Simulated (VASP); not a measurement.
SrLi8Be7 (a cell with a defect), 16 atoms in the cell. The cell holds a defect, 16 atoms: a = 5.622 Å, b = 5.622 Å, c = 5.622 Å, α = 90.00°, β = 90.00°, γ = 90.00°. 

- Program: VASP 6.6.1
- Task: single point
- Functional: PBE
- Potentials or basis: VASP PAW PBE potentials, release 64 (Li_sv, Sr_sv, Be)
- Cutoff: 650 eV
- k mesh: 3 × 3 × 3
- Occupations: fermi-dirac, width 0.15 eV
- Spin: no spin polarisation
- Dipole correction: no
- Further INCAR settings: ALGO = Normal; EDIFF = 1e-06; NBANDS = 38

Potentials or basis: VASP PAW PBE potentials, release 64 (Li_sv, Sr_sv, Be).

Launch:

```console
$ cat potpaw_PBE.64/Li_sv/POTCAR potpaw_PBE.64/Sr_sv/POTCAR potpaw_PBE.64/Be/POTCAR > POTCAR
$ mpirun -np 1 vasp_std > vasp.out
```

Hardware: 1 thread of AMD EPYC 7R43 64-Core Processor (Zen 3) (shared host).

Problem. How long does it take, and how much memory?

Solution. Run time: 90 s on 1 thread of AMD EPYC 7R43 64-Core Processor (Zen 3) (shared host), peak memory 0.29 GiB. Counts: scf iterations 13, k points 4.
